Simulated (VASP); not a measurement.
A run of VASP 6.6.1:

INCAR

```
SYSTEM = Mn
ALGO = Fast ; EDIFF = 1E-6
EDIFFG = -0.01 ; ENCUT = 600
GGA = PE ; IBRION = 2
ISIF = 4 ; ISMEAR = 0
LASPH = .True. ; LCHARG = .False.
LREAL = .False. ; LWAVE = .False.
NELM = 100 ; NSW = 50
PREC = Accurate ; SIGMA = 0.1
```

The input KPOINTS:

```
k-points
0
Gamma
  21 21 10
  0 0 0
```

The input POSCAR:

```
Mn
1.0
    2.4306104356      0.0000000000      0.0000000000
   -1.2153052178      2.1049703839      0.0000000000
    0.0000000000      0.0000000000      3.9335980484
Mn
2
Direct
    0.6666666667      0.3333333333      0.7500000000
    0.3333333333      0.6666666667      0.2500000000
```

Potentials or basis: VASP PAW PBE potentials, release 64 (Mn_pv).

Run with:

```sh
$ cat potpaw_PBE.64/Mn_pv/POTCAR > POTCAR
$ mpirun -np 1 vasp_std > vasp.out
```

Hardware: 1 thread of AMD EPYC 9R45 96-Core Processor (Zen 5), with other jobs on the host.

Estimate the wall time of this run.

Run time: 83 s on 1 thread of AMD EPYC 9R45 96-Core Processor (Zen 5), on a shared host, peak memory 0.19 GiB. Counts: scf iterations 20, k points 288, ion steps 2.
